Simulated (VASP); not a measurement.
K2CaTiC6N6, 16 atoms in the cell. It takes space group Fm-3m (No. 225, cubic). Conventional cell: a = 10.612 Å, b = 10.612 Å, c = 10.612 Å, α = 90.00°, β = 90.00°, γ = 90.00°. Within 5.0 Å of K (site symmetry -43m) lie 12 C at 3.79 Å and 12 N at 3.80 Å and 4 Ca at 4.60 Å and 4 Ti at 4.60 Å. Within 2.8 Å of Ca (site symmetry m-3m) lie 6 C at 2.11 Å. Within 2.7 Å of Ti (site symmetry m-3m) lie 6 N at 2.03 Å. Within 1.6 Å of C (site symmetry 4mm) lie 1 N at 1.17 Å. N (site symmetry 4mm) has 1 C at 1.17 Å within 1.6 Å. 

```yaml
Program: VASP 6.6.1
Task: single point
Functional: PBE
Potentials_or_basis: VASP PAW PBE potentials, release 64 (K_sv, Ca_sv, Ti_sv, C, N)
Cutoff: 520 eV
k_mesh: 4 × 4 × 4
Occupations: gaussian, width 0.1 eV
Spin: collinear spin
Starting_moments: "[0.0, 0.0, 0.0, 1.0, 0.0, 0.0, 0.0, 0.0, 0.0, 0.0, 0.0, 0.0, 0.0, 0.0, 0.0, 0.0] μB"
Dipole_correction: no
Further_INCAR_settings: LREAL = Auto; ALGO = Normal; EDIFF = 1e-06; NBANDS = 65
```

Potentials or basis: VASP PAW PBE potentials, release 64 (K_sv, Ca_sv, Ti_sv, C, N).

Command:

```bash
$ cat potpaw_PBE.64/K_sv/POTCAR potpaw_PBE.64/Ca_sv/POTCAR potpaw_PBE.64/Ti_sv/POTCAR potpaw_PBE.64/C/POTCAR potpaw_PBE.64/N/POTCAR > POTCAR
$ mpirun -np 1 vasp_std > vasp.out
```

Hardware: 1 thread of Intel(R) Xeon(R) Platinum 8259CL CPU @ 2.50GHz (Skylake/Cascade Lake), on a shared host.

Estimate the wall time of this run.

Wall time 13 min on 1 thread of Intel(R) Xeon(R) Platinum 8259CL CPU @ 2.50GHz (Skylake/Cascade Lake), with other jobs on the host, peak memory 0.68 GiB. Counts: scf iterations 20, k points 8.
